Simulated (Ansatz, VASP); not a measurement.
**One calculation of WS2, two programs**

Contents of INCAR:

```
SYSTEM = WS2
PREC     = Accurate       ! precision mode
ENCUT    = 520            ! plane-wave cutoff, eV
EDIFF    = 1E-6           ! SCF threshold, eV
ISMEAR   = 0              ! smearing method
SIGMA    = 0.05           ! smearing width, eV
LREAL    = .FALSE.        ! projectors in reciprocal space
LASPH    = .TRUE.         ! aspherical terms in the spheres
NELM     = 60             ! most SCF steps
ALGO     = Normal         ! electronic algorithm
ISIF     = 2              ! what is computed and relaxed
LWAVE    = .FALSE.        ! write WAVECAR
LCHARG   = .FALSE.        ! write CHGCAR
LDIPOL   = .TRUE.       
IDIPOL   = 3            
DIPOL    = 0.5 0.5 0.500
GGA      = PE             ! functional
NBANDS   = 35             ! bands
```

File KPOINTS:

```
regular mesh
0
G
  9 9 1
  0 0 0
```

POSCAR

```
WS2
1.0
    3.1885197258      0.0000000000      0.0000000000
   -1.5942598629      2.7613390830      0.0000000000
    0.0000000000      0.0000000000     35.0925211250
S W
4 2
Direct
    0.6666666667      0.3333333333      0.2137207519
    0.6666666667      0.3333333333      0.3032512860
    0.6666666667      0.3333333333      0.6967487140
    0.6666666667      0.3333333333      0.7862792481
    0.3333333333      0.6666666667      0.2584860189
    0.3333333333      0.6666666667      0.7415139811
```

Input for Ansatz:

```yaml
crystal:
  lattice:
    - [3.1885197258, 0.0, 0.0]
    - [-1.5942598629, 2.761339083, 0.0]
    - [0.0, 0.0, 35.092521125]
  atoms:
    - { symbol: S, position: [0.6666666667, 0.3333333333, 0.2137207519] }
    - { symbol: W, position: [0.3333333333, 0.6666666667, 0.2584860189] }
    - { symbol: S, position: [0.6666666667, 0.3333333333, 0.303251286] }
    - { symbol: S, position: [0.6666666667, 0.3333333333, 0.696748714] }
    - { symbol: W, position: [0.3333333333, 0.6666666667, 0.7415139811] }
    - { symbol: S, position: [0.6666666667, 0.3333333333, 0.7862792481] }
basis:
  ecutwfc: 420
kpoints:
  mp_grid: { grid: [9, 9, 1] }
hamiltonian:
  xc: pbe
scf:
  occupations: { method: gaussian, width: 0.05 }
output:
  forces: true
  stress: true
  eigenvalues: true
efield:
  axis: 3
  dipole_correction: true
  ramp_width: 0.04
```

Alike in both runs: task single point; functional PBE; k mesh 9 × 9 × 1; occupations gaussian, width 0.05 eV; no spin polarisation.

|  | VASP | Ansatz |
| --- | --- | --- |
| version | VASP 6.6.1 | Ansatz 0.2.0 |
| potentials or method | VASP PAW PBE potentials, release 64 (S, W_sv), cutoff 520 eV | scalar-relativistic, plane waves, PAW |
| valence electrons in the cell | 52 | 52 |

```tsv
	VASP	Ansatz	Ansatz less VASP
gap on the k mesh at the Fermi level (eV)	1.81	1.81	-0.003
least direct gap on the mesh (eV)	1.81	1.81	-0.003
```

The functional is the same, so the differences come from potentials, cutoffs and numerics.

Neither program's run includes spin-orbit coupling.
